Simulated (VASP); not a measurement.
# Au (Pm-3m) in VASP: further runs, part 3 of 3

VASP 6.6.1.

## 5. Single point, LDA

This run uses another cell than the first one, of 19.00 Å³/atom.

Input file INCAR:

```
ALGO = Normal
EDIFF = 1E-6
ENCUT = 500
GGA_COMPAT = F
ISIF = 2
ISMEAR = -1
LASPH = T
LCHARG = T
LELF = T
LREAL = F
LVHAR = T
LWAVE = F
NBANDS = 12
NELM = 120
PREC = Accurate
SIGMA = 0.05
```

Input file KPOINTS:

```
k-points
0
Gamma
  17 17 17
```

Input file POSCAR:

```
Au
1.0
    2.6683736648      0.0000000000      0.0000000000
    0.0000000000      2.6683736648      0.0000000000
    0.0000000000      0.0000000000      2.6683736648
Au
1
Direct
    0.0000000000      0.0000000000      0.0000000000
```

Potentials or basis: VASP PAW LDA potentials, release 64 (Au).

Started as:

```
$ cat potpaw_LDA.64/Au/POTCAR > POTCAR
$ mpirun -np 1 vasp_std > vasp.out
```

OUTCAR:

```text
EDIFF = 1E-6
   ENCUT = 500
   ISIF = 2
   ISMEAR = -1
   LASPH = T
   LREAL = F
   NELM = 120
   PREC = Accurate

 ion  position               nearest neighbor table
   1  0.000  0.000  0.000-

  LATTYP: Found a simple cubic cell.
 ALAT       =     2.6683736648

  Lattice vectors:

 A1 = (   2.6683736648,   0.0000000000,   0.0000000000)
 A2 = (   0.0000000000,   2.6683736648,   0.0000000000)
 A3 = (   0.0000000000,   0.0000000000,   2.6683736648)

Analysis of symmetry for initial positions (statically):
=====================================================================
 Subroutine PRICEL returns:
 Original cell was already a primitive cell.

 Routine SETGRP: Setting up the symmetry group for a
 simple cubic supercell.

 Subroutine GETGRP returns: Found 48 space group operations
 (whereof 48 operations were pure point group operations)
 out of a pool of 48 trial point group operations.

The static configuration has the point symmetry O_h .

Analysis of symmetry for dynamics (positions and initial velocities):
=====================================================================
 Subroutine PRICEL returns:
 Original cell was already a primitive cell.

 Routine SETGRP: Setting up the symmetry group for a
 simple cubic supercell.

 Subroutine GETGRP returns: Found 48 space group operations
 (whereof 48 operations were pure point group operations)
 out of a pool of 48 trial point group operations.

The dynamic configuration has the point symmetry O_h .

 Subroutine INISYM returns: Found 48 space group operations
 (whereof 48 operations are pure point group operations),
 and found     1 'primitive' translations

----------------------------------------------------------------------------------------

                                     Primitive cell

  volume of cell :      18.9994

  direct lattice vectors                    reciprocal lattice vectors
     2.668373665  0.000000000  0.000000000     0.374760107  0.000000000  0.000000000
     0.000000000  2.668373665  0.000000000     0.000000000  0.374760107  0.000000000
     0.000000000  0.000000000  2.668373665     0.000000000  0.000000000  0.374760107

  length of vectors
     2.668373665  2.668373665  2.668373665     0.374760107  0.374760107  0.374760107

  position of ions in fractional coordinates (direct lattice)
     0.000000000  0.000000000  0.000000000

  ion indices of the primitive-cell ions
   primitive index   ion index
                 1           1

----------------------------------------------------------------------------------------

 KPOINTS: k-points

Automatic generation of k-mesh.
 Grid dimensions read from file:
 generate k-points for:   17   17   17

 Generating k-lattice:

  Cartesian coordinates                     Fractional coordinates (reciprocal lattice)
     0.022044712  0.000000000  0.000000000     0.058823529  0.000000000  0.000000000
     0.000000000  0.022044712  0.000000000     0.000000000  0.058823529  0.000000000
     0.000000000  0.000000000  0.022044712     0.000000000  0.000000000  0.058823529

  Length of vectors
     0.022044712  0.022044712  0.022044712

  Shift w.r.t. Gamma in fractional coordinates (k-lattice)
     0.000000000  0.000000000  0.000000000

 Subroutine IBZKPT returns following result:
 ===========================================

 Found    165 irreducible k-points:

 Following reciprocal coordinates:
            Coordinates               Weight
  0.000000  0.000000  0.000000      1.000000
  0.058824  0.000000  0.000000      6.000000
  0.117647  0.000000  0.000000      6.000000
  0.176471  0.000000  0.000000      6.000000
  0.235294  0.000000  0.000000      6.000000
  0.294118  0.000000  0.000000      6.000000
[... 16 lines left out ...]
  0.411765  0.117647  0.000000     24.000000
  0.470588  0.117647  0.000000     24.000000
 [... further k-points ...]
   k-points           NKPTS =    165   k-points in BZ     NKDIM =    165   number of bands    NBANDS=     12
   number of dos      NEDOS =    301   number of ions     NIONS =      1
   total plane-waves  NPLWV =   8000
   dimension x,y,z NGX =    20 NGY =   20 NGZ =   20
   dimension x,y,z NGXF=    40 NGYF=   40 NGZF=   40
   ions per type =               1
   NGX,Y,Z   is equivalent  to a cutoff of  12.46, 12.46, 12.46 a.u.
   NGXF,Y,Z  is equivalent  to a cutoff of  24.92, 24.92, 24.92 a.u.
 SYSTEM =  unknown system
   PREC   = accura    normal or accurate (medium, high low for compatibility)
   ISTART =      0    job   : 0-new  1-cont  2-samecut
   ICHARG =      2    charge: 1-file 2-atom 10-const
   ISPIN  =      1    spin polarized calculation?
   LNONCOLLINEAR =      F non collinear calculations
   LSORBIT =      F    spin-orbit coupling
   LASPH  =      T    aspherical Exc in radial PAW
   ENCUT  =  500.0 eV  36.75 Ry    6.06 a.u.   4.87  4.87  4.87*2*pi/ulx,y,z
   NELM   =    120;   NELMIN=  2; NELMDL= -5     # of ELM steps
   EDIFF  = 0.1E-05   stopping-criterion for ELM
   LREAL  =      F    real-space projection
   EDIFFG = 0.1E-04   stopping-criterion for IOM
   NSW    =      0    number of steps for IOM
   IBRION =     -1    ionic relax: 0-MD 1-quasi-New 2-CG
   NFREE  =      0    steps in history (QN), initial steepest desc. (CG)
   ISIF   =      2    stress and relaxation
   ISYM   =      2    0-nonsym 1-usesym 2-fastsym
   POTIM  = 0.5000    time-step for ionic-motion
   TEBEG  =    0.0;   TEEND  =   0.0 temperature during run
   PSTRESS=    0.0 pullay stress
   NELECT =      11.0000    total number of electrons
   NUPDOWN=      -1.0000    fix difference up-down
   EMIN   =  10.00;   EMAX   =-10.00  energy-range for DOS
   EFERMI =   0.00;   METHOD = LEGACY
   ISMEAR =    -1;   SIGMA  =   0.05  broadening in eV -4-tet -1-fermi 0-gaus
   EFERMI_NEDOS =   21; number of points for ismear=-14 and -15
   IALGO  =     38    algorithm
   IMIX   =      4    mixing-type and parameters
     AMIX     =   0.40;   BMIX     =  1.00
     AMIX_MAG =   1.60;   BMIX_MAG =  1.00
  volume/ion in A,a.u.               =      19.00       128.21
  Fermi-wavevector in a.u.,A,eV,Ry     =   1.364455  2.578445 25.330460  1.861736
  Thomas-Fermi vector in A             =   2.490769
   LORBIT       =      0    0 simple, 1 ext, 2 COOP (PROOUT), +10 PAW based schemes
   GGA     = CA    functional components
   LHFCALC =     F    Hartree Fock is set to
   AEXX    =    0.0000 exact exchange contribution
   IVDW    =     0    specifies the selected vdW correction
   LEPSILON=     F    determine dielectric tensor
   LRPA    =     F    only Hartree local field effects (RPA)
 non-spin polarized calculation
  energy-cutoff  :      500.00
  volume of cell :       19.00
 maximum number of plane-waves:       494
 NGX is ok and might be reduce to    20
   NGX =  9   NGY =  9   NGZ =  9

 number of electron      11.0000002 magnetization

 Free energy of the ion-electron system (eV)
  ---------------------------------------------------
  ext. energy  EPLUGINS =         0.00000000
  ---------------------------------------------------
  free energy    TOTEN  =        -4.16692043 eV

  energy without entropy =       -4.16323000  energy(sigma->0) =       -4.16507521

 E-fermi :   7.2010     XC(G=0): -12.2314

 val. band max:        7.1750535484   @ k =   0.4706   0.4706   0.4706
 cond. band min:       7.2186872481   @ k =   0.3529   0.2941   0.2353
 fundamental gap:      0.0436336997
 Fermi energy:         7.2010238241

 k-point     1 :       0.0000    0.0000    0.0000
  band No.  band energies     occupation
      1      -1.2909      2.00000
      2       0.9954      2.00000
      3       0.9954      2.00000
      4       5.8764      2.00000
      5       5.8764      2.00000
      6       5.8764      2.00000
      7      21.5209      0.00000
      8      21.5209      0.00000
      9      21.5209      0.00000
     10      26.8722      0.00000
     11      29.3951      0.00000
     12      29.3951      0.00000
[... 331 lines left out ...]
 k-point    24 :       0.4706    0.1176    0.0000
  band No.  band energies     occupation
      1       1.2160      2.00000
      2       1.8029      2.00000
      3       3.4218      2.00000
      4       4.2388      2.00000
      5       5.8075      2.00000
      6       7.0920      1.79680
      7       9.9960      0.00000
      8      23.5518      0.00000
      9      24.7316      0.00000
     10      25.8332      0.00000
     11      27.7649      0.00000
     12      32.6552      0.00000

 [... further k-points ...]

------------------------ aborting loop because EDIFF is reached ----------------------------------------

  FORCE on cell =-STRESS in cart. coord.  units (eV):
  Direction    XX          YY          ZZ          XY          YZ          ZX
  --------------------------------------------------------------------------------------
  -------------------------------------------------------------------------------------
  Total        0.0636280      0.0636280      0.0636280      0.0000000      0.0000000     -0.0000000
  in kB        5.3656088      5.3656088      5.3656088      0.0000000      0.0000000     -0.0000000
  external PRESSURE =       5.3656088 kB  Pullay stress =       0.0000000 kB

 VOLUME and BASIS-vectors are now :
 -----------------------------------------------------------------------------
  energy-cutoff  :      500.00
  volume of cell :       19.00
      direct lattice vectors                 reciprocal lattice vectors
     2.668373665  0.000000000  0.000000000     0.374760107  0.000000000  0.000000000
     0.000000000  2.668373665  0.000000000     0.000000000  0.374760107  0.000000000
     0.000000000  0.000000000  2.668373665     0.000000000  0.000000000  0.374760107

 POSITION                                       TOTAL-FORCE (eV/Angst)
 -----------------------------------------------------------------------------------
      0.00000      0.00000      0.00000         0.000000      0.000000      0.000000
 -----------------------------------------------------------------------------------
    total drift:                                0.000000      0.000000      0.000000

  FREE ENERGIE OF THE ION-ELECTRON SYSTEM (eV)
  ---------------------------------------------------
  free  energy   TOTEN  =        -4.1669204266 eV

  energy  without entropy=       -4.1632299996  energy(sigma->0) =       -4.16507521
```

stdout:

```text
POSCAR found type information on POSCAR Au
 POSCAR found :  1 types and       1 ions
 scaLAPACK will be used
 LDA part: xc-table for (Slater(with rela. corr.)+CA(PZ))
 , standard interpolation
 POSCAR, INCAR and KPOINTS ok, starting setup
 FFT: planning ... GRIDC
 FFT: planning ... GRID_SOFT
 FFT: planning ... GRID
 WAVECAR not read
 entering main loop
```

Wall time 35 s (1 thread of Intel Xeon 8259CL, shared host); peak memory 0.14 GiB.

Results:

```yaml
Free_energy: -4.1669 eV
Pressure: 0.5 GPa
Band_gap_on_the_k_mesh: zero (an odd number of electrons rules out a gap without spin polarisation)
```

Levels at points of the mesh, in eV from the Fermi level:
| k point | band 4 | band 5 | band 6 | band 7 | band 8 | band 9 |
| --- | --- | --- | --- | --- | --- | --- |
| (0.00, 0.00, 0.00) | -1.32 | -1.32 | -1.32 | 14.32 | 14.32 | 14.32 |

Caveat: spin-orbit coupling is left out, which moves the levels of the heavy elements.

## 6. Summary

```csv
cell,gap on the mesh (eV),pressure (GPa)
"a = 2.547 Å, 1 atom",none,30.7
"a = 2.578 Å, 1 atom",none,20.7
"a = 2.616 Å, 1 atom",none,10.6
"a = 2.668 Å, 1 atom",none,0.5
```

Alike in all rows: task single point; level LDA; potentials or basis VASP PAW LDA potentials, release 64 (Au); no spin polarisation; k mesh 17 × 17 × 17; cutoff (eV) 500; smearing fermi-dirac 0.05 eV.

Caveats: spin-orbit coupling is left out, which moves the levels of the heavy elements; the cell stands under pressure (at least some runs).

Absolute energies hang on the potentials; compare differences alone.
